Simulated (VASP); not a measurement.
Input of a VASP 6.6.1 run:

The input INCAR:

```
PREC = Accurate
ENCUT = 400
EDIFF = 1E-6
ISMEAR = 0
SIGMA = 0.05
LREAL = F
LASPH = T
NELM = 200
ALGO = Normal
ISIF = 2
LWAVE = F
LCHARG = F
ISPIN = 2
MAGMOM = 1.5 1.5 1.5 1.5
LORBIT = 11
LMAXMIX = 4
GGA = PE
NBANDS = 42
GGA_COMPAT = F
```

KPOINTS

```
regular mesh
0
Gamma
  1 1 13
```

File POSCAR:

```
Rh
1.0
   11.6000000000      0.0000000000      0.0000000000
    0.0000000000      9.3000000000      0.0000000000
    0.0000000000      0.0000000000      4.7820330283
Rh
4
Direct
    0.3985614745      0.5000000000      0.0000000000
    0.3985614745      0.5000000000      0.5000000000
    0.6014385255      0.5000000000      0.0000000000
    0.6014385255      0.5000000000      0.5000000000
```

Potentials or basis: VASP PAW PBE potentials, release 64 (Rh_pv).

Launch:

```bash
$ cat potpaw_PBE.64/Rh_pv/POTCAR > POTCAR
$ mpirun -np 1 vasp_std > vasp.out
```

Task: Predict the site moments.

Result: Rh +0.71 μB.

Task: Predict the largest force.

Result: 0.007 eV/Å.

Task: What does it give for the net moment?

Result: 3.08 μB per cell.

Forces on the atoms (eV/Å):
```
Rh  -0.007  0.000  0.000
Rh  -0.007  0.000  0.000
Rh   0.007  0.000  0.000
Rh   0.007  0.000  0.000
```
